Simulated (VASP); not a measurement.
Au: single point with PBEsol

Au, a slab with vacuum:

```xyz
6
Lattice="2.0419 -2.0419 0.0000 2.0419 0.0000 -2.0419 11.6318 11.6318 11.6318" Properties=species:S:1:pos:R:3 pbc="T T T"
Au    3.4031   -0.6808   -0.6808
Au    7.4870    7.4870    7.4870
Au    3.4031    1.3612    1.3612
Au    7.4870    3.4031    3.4031
Au    3.4031    3.4031    3.4031
Au    7.4870    5.4450    5.4450
```

This cell differs from its parent crystal: the distance across one plane changed.

| Quantity | Value |
| --- | --- |
| Program | VASP 6.6.1 |
| Task | single point |
| Functional | PBEsol |
| Potentials or basis | VASP PAW PBE potentials, release 64 (Au) |
| Cutoff | 520 eV |
| k mesh | 23 × 23 × 5 |
| Occupations | gaussian, width 0.15 eV |
| Spin | no spin polarisation |

| Quantity | Value |
| --- | --- |
| Largest force | 0.116 eV/Å |
| Band gap on the k mesh | zero (bands 33 and 34 overlap by 4.95 eV) |

Forces on the atoms (eV/Å):
```
Au  -0.038 -0.038 -0.038
Au   0.038  0.038  0.038
Au   0.067  0.067  0.067
Au   0.020  0.020  0.020
Au  -0.020 -0.020 -0.020
Au  -0.067 -0.067 -0.067
```

Levels at points of the mesh, in eV from the Fermi level:
```
           k point  band 32  band 33  band 34  band 35  band 36  band 37
(0.00, 0.00, 0.00)    -2.15    -2.15    -1.99    -1.99    -0.80    -0.15
```

Run time: 49 min on 1 thread of Intel Xeon 8259CL (shared host), peak memory 1.1 GiB.

Caveat: the cell differs from its parent crystal (the distance across one plane changed); the PAW data sets were made with another functional, which shifts forces and pressure a little; spin-orbit coupling is left out, which moves the levels of the heavy elements.
